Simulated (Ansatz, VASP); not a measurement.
Given: the input of a run of VASP 6.6.1 on CdS.

The input INCAR:

```
  ALGO = Normal
  EDIFF = 1E-6
  ENCUT = 520
  GGA = PE
  ISIF = 2
  ISMEAR = 0
  LASPH = True
  LCHARG = True
  LELF = True
  LREAL = False
  LVHAR = True
  LWAVE = False
  NBANDS = 16
  NELM = 60
  PREC = Accurate
  SIGMA = 0.018000000000000002
```

KPOINTS

```
k-points
0
Gamma
  8 8 8
```

File POSCAR:

```
CdS
1.0
    0.0000000000      2.7532440000      2.7532440000
    2.7532440000      0.0000000000      2.7532440000
    2.7532440000      2.7532440000      0.0000000000
Cd S
1 1
Direct
    0.0000000000      0.0000000000      0.0000000000
    0.5000000000      0.5000000000      0.5000000000
```

Potentials or basis: VASP PAW PBE potentials, release 64 (Cd, S).

The run is started by

```console
$ cat potpaw_PBE.64/Cd/POTCAR potpaw_PBE.64/S/POTCAR > POTCAR
$ mpirun -np 1 vasp_std > vasp.out
```

**Question.** Set up the same calculation for Ansatz 0.2.0. Potentials there: Ansatz PAW.

**Answer.** As run (the cutoff follows the program's own potentials):

File input.yaml:

```yaml
crystal:
  lattice:
    - [0.0, 2.753244, 2.753244]
    - [2.753244, 0.0, 2.753244]
    - [2.753244, 2.753244, 0.0]
  atoms:
    - { symbol: Cd, position: [0.0, 0.0, 0.0] }
    - { symbol: S, position: [0.5, 0.5, 0.5] }
hamiltonian:
  xc: pbe
  pseudopotentials: { kind: paw }
kpoints:
  mp_grid: { grid: [8, 8, 8] }
scf:
  occupations: { method: gaussian, width: 0.018 }
output:
  forces: true
  stress: true
  eigenvalues: true
```

Potentials or basis: Ansatz PAW.

Command:

```console
$ ansatz run input.yaml --threads 2 --pin off --max-ram 5632MiB --backend cpu --events-out ev --progress --plain --runs-dir out
```

Both were run:

|  | VASP | Ansatz | Ansatz less VASP |
| --- | --- | --- | --- |
| gap on the k mesh at the Fermi level (eV) | 0.25 | 0.26 | +0.007 |
| least direct gap on the mesh (eV) | 1.53 | 1.55 | +0.024 |
| pressure (GPa) | -0.1 | -0.4 | -0.36 |

VASP's potentials hold 18 valence electrons a cell and Ansatz's 26, so a difference there can come from the potentials and not from the codes.
